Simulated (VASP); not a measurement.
A run of VASP 6.6.1:

File INCAR:

```
SYSTEM = SrO
  ALGO = Normal
  EDIFF = 1E-6
  ENCUT = 520
  GGA = PE
  ISIF = 2
  ISMEAR = -1
  LASPH = .TRUE.
  LCHARG = .FALSE.
  LREAL = .FALSE.
  LWAVE = .FALSE.
  NBANDS = 15
  NELM = 100
  PREC = Accurate
  SIGMA = 0.02
```

The input KPOINTS:

```
k-points
0
G
  8 8 8
  0 0 0
```

File POSCAR:

```
SrO
1.0
    0.0000000000      2.5262356518      2.5262356518
    2.5262356518      0.0000000000      2.5262356518
    2.5262356518      2.5262356518      0.0000000000
Sr O
1 1
Direct
    0.0000000000      0.0000000000      0.0000000000
    0.5000000000      0.5000000000      0.5000000000
```

Potentials or basis: VASP PAW PBE potentials, release 64 (Sr_sv, O).

The run is started by

```sh
$ cat potpaw_PBE.64/Sr_sv/POTCAR potpaw_PBE.64/O/POTCAR > POTCAR
$ mpirun -np 1 vasp_std > vasp.out
```

Hardware: 1 thread of AMD EPYC 9R14 (Zen 4), with other jobs on the host.

Problem. How long does it take, and how much memory?

Solution. Wall time 10 s on 1 thread of AMD EPYC 9R14 (Zen 4), with other jobs on the host, peak memory 0.13 GiB. Counts: scf iterations 13, k points 29.
